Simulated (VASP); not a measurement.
LuAg3N2, 6 atoms in the cell. Symmetry: P6/mmm, No. 191, hexagonal system. The conventional cell has a = 5.210 Å, b = 5.210 Å, c = 4.136 Å, α = 90.00°, β = 90.00°, γ = 120.00°. Lu (site symmetry 6/mmm) has 6 N at 3.01 Å and 12 Ag at 3.33 Å and 2 Lu at 4.14 Å within 4.2 Å. Within 3.4 Å of Ag (site symmetry mmm) lie 4 N at 2.56 Å and 4 Ag at 2.60 Å and 4 Lu at 3.33 Å. N (site symmetry -6m2) has 6 Ag at 2.56 Å and 3 Lu at 3.01 Å and 3 N at 3.01 Å within 3.4 Å. The cell was generated, and may not be a known phase.

| Quantity | Value |
| --- | --- |
| Program | VASP 6.6.1 |
| Task | single point |
| Functional | PBE |
| Potentials or basis | VASP PAW PBE potentials, release 64 (Lu, Ag, N) |
| Cutoff | 520 eV |
| k mesh | 6 × 6 × 4 |
| Occupations | gaussian, width 0.1 eV |
| Spin | no spin polarisation |
| Dipole correction | no |
| Further INCAR settings | ALGO = Normal; EDIFF = 1e-07; NBANDS = 43 |

Potentials or basis: VASP PAW PBE potentials, release 64 (Lu, Ag, N).

Run with:

```bash
$ cat potpaw_PBE.64/Lu/POTCAR potpaw_PBE.64/Ag/POTCAR potpaw_PBE.64/N/POTCAR > POTCAR
$ mpirun -np 1 vasp_std > vasp.out
```

Hardware: 1 thread of Intel(R) Xeon(R) Platinum 8259CL CPU @ 2.50GHz (Skylake/Cascade Lake) (shared host).

Question: How long does it take, and how much memory?

Answer: Run time: 2.1 min on 1 thread of Intel(R) Xeon(R) Platinum 8259CL CPU @ 2.50GHz (Skylake/Cascade Lake), with other jobs on the host, peak memory 0.27 GiB. Counts: scf iterations 17, k points 21.
